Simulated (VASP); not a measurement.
Write the native input for VASP 6.6.1 that does the following.

```yaml
Task: single point
Functional: PBE
Potentials_or_basis: VASP PAW PBE potentials, release 64 (Zr_sv)
Cutoff: 500 eV
k_mesh: 10 × 10 × 10
Occupations: fermi-dirac, width 0.05 eV
Spin: no spin polarisation
Dipole_correction: no
Further_INCAR_settings: ALGO = Normal; EDIFF = 1e-06; NBANDS = 12
```

The structure of Zr lies in POSCAR:

```
Zr
1.0
   -1.7978519830      1.7978519830      1.7978519830
    1.7978519830     -1.7978519830      1.7978519830
    1.7978519830      1.7978519830     -1.7978519830
Zr
1
Direct
    0.0000000000      0.0000000000      0.0000000000
```

These files were run (other wordings do the same):

INCAR

```
PREC = Accurate
ENCUT = 500
EDIFF = 1E-6
ISMEAR = -1
SIGMA = 0.05
LREAL = F
LASPH = T
NELM = 120
ALGO = Normal
ISIF = 2
LWAVE = F
LCHARG = F
GGA = PE
NBANDS = 12
GGA_COMPAT = F
```

KPOINTS

```
Automatic mesh
0
Gamma
  10 10 10
```

Potentials or basis: VASP PAW PBE potentials, release 64 (Zr_sv).

Command:

```bash
$ cat potpaw_PBE.64/Zr_sv/POTCAR > POTCAR
$ mpirun -np 1 vasp_std > vasp.out
```

Results of the run:

```
Pressure               : -1.8 GPa
Band gap on the k mesh : zero (band 6 reaches 9.86 eV, above the bottom of band 7 at 8.07 eV)
```

Wall time 7.1 s on 1 thread of Intel(R) Xeon(R) Platinum 8375C CPU @ 2.90GHz (Ice Lake), with other jobs on the host, peak memory 0.14 GiB.
